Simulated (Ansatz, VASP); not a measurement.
# Al2O3: VASP beside Ansatz

INCAR

```
ALGO = Normal
EDIFF = 1E-6
ENCUT = 520
GGA = CA
ISIF = 2
ISMEAR = 0
LASPH = True
LCHARG = False
LREAL = False
LWAVE = False
NBANDS = 20
NELM = 100
PREC = Accurate
SIGMA = 0.05
```

File KPOINTS:

```
k-points
0
Gamma
  12 12 4
```

Contents of POSCAR:

```
Al2O3
1.0
    2.9960973560      0.0000000000      0.0000000000
   -1.4980486780      2.5946964225      0.0000000000
    0.0000000000      0.0000000000      8.3808961269
Al O
2 3
Direct
    0.0000000000      0.0000000000      0.1469612859
    0.0000000000      0.0000000000      0.8530387141
    0.3333333333      0.6666666667      0.2184227737
    0.6666666667      0.3333333333      0.0000000000
    0.3333333333      0.6666666667      0.7815772263
```

Input for Ansatz:

```yaml
crystal:
  lattice:
    - [2.996097356, 0.0, 0.0]
    - [-1.498048678, 2.5946964225, 0.0]
    - [0.0, 0.0, 8.3808961269]
  atoms:
    - { symbol: Al, position: [0.0, 0.0, 0.1469612859] }
    - { symbol: Al, position: [0.0, 0.0, 0.8530387141] }
    - { symbol: O, position: [0.3333333333, 0.6666666667, 0.2184227737] }
    - { symbol: O, position: [0.6666666667, 0.3333333333, 0.0] }
    - { symbol: O, position: [0.3333333333, 0.6666666667, 0.7815772263] }
basis:
  ecutwfc: 420
kpoints:
  mp_grid: { grid: [12, 12, 4] }
hamiltonian:
  xc: lda
scf:
  occupations: { method: gaussian, width: 0.05 }
output:
  forces: true
  stress: true
  eigenvalues: true
  write_density: true
  write_potential: true
  elf: true
  volumetric_format: npy
```

Alike in both runs: task single point; functional LDA; k mesh 12 × 12 × 4; occupations gaussian, width 0.05 eV; no spin polarisation.

|  | VASP | Ansatz |
| --- | --- | --- |
| version | VASP 6.6.1 | Ansatz 0.2.0 |
| potentials or method | VASP PAW LDA potentials, release 64 (Al, O), cutoff 520 eV | scalar-relativistic, plane waves, PAW |
| valence electrons in the cell | 24 | 24 |

|  | VASP | Ansatz | Ansatz less VASP |
| --- | --- | --- | --- |
| gap on the k mesh at the Fermi level (eV) | 3.36 | 3.39 | +0.026 |
| least direct gap on the mesh (eV) | 3.69 | 3.70 | +0.016 |
| pressure (GPa) | -6.4 | -6.9 | -0.52 |
| traceless stress, the component that is largest in VASP (GPa) | 24.22 | 24.68 | +0.466 |
| rms of the force components (eV/Å) | 0.972 | 0.972 | -0.0005 |

LDA's correlation is that of Perdew and Zunger in VASP and of Perdew and Wang (1992) in Ansatz. Atom by atom the forces differ by 0.008 eV/Å (rms over components).
